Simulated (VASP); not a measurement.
A run of VASP 6.6.1 is set up as follows.

INCAR

```
PREC = Accurate
ENCUT = 600
EDIFF = 1E-8
ISMEAR = -1
SIGMA = 0.15
LREAL = F
LASPH = T
NELM = 80
ALGO = Normal
ISIF = 3
LWAVE = F
LCHARG = F
IBRION = 6
NFREE = 2
POTIM = 0.015
NSW = 1
```

File KPOINTS:

```
Automatic mesh
0
Gamma
  18 18 18
```

Contents of POSCAR:

```
SiC
1.0
    0.0000000000      2.0645000000      2.0645000000
    2.0645000000      0.0000000000      2.0645000000
    2.0645000000      2.0645000000      0.0000000000
C Si
1 1
Direct
    0.0000000000      0.0000000000      0.0000000000
    0.5000000000      0.5000000000      0.5000000000
```

Potentials or basis: VASP PAW LDA potentials, release 64 (C, Si).

Launch:

```bash
$ cat potpaw_LDA.64/C/POTCAR potpaw_LDA.64/Si/POTCAR > POTCAR
$ mpirun -np 1 vasp_std > vasp.out
```

Question: What does it give for the elastic constants C11, C12, C44?

Answer: 281, 153, 271 GPa.

Question: Estimate the Voigt bulk modulus.

Answer: 196 GPa.

Question: Predict the highest phonon frequency at Γ, LO-TO splitting left out.

Answer: 278 cm⁻¹.

Clamped-ion elastic tensor (GPa):
```
281 153 153   0   0   0
153 281 153   0   0   0
153 153 281   0   0   0
  0   0   0 271   0   0
  0   0   0   0 271   0
  0   0   0   0   0 271
```

Caveat: the cell is under stress, which shifts elastic constants.
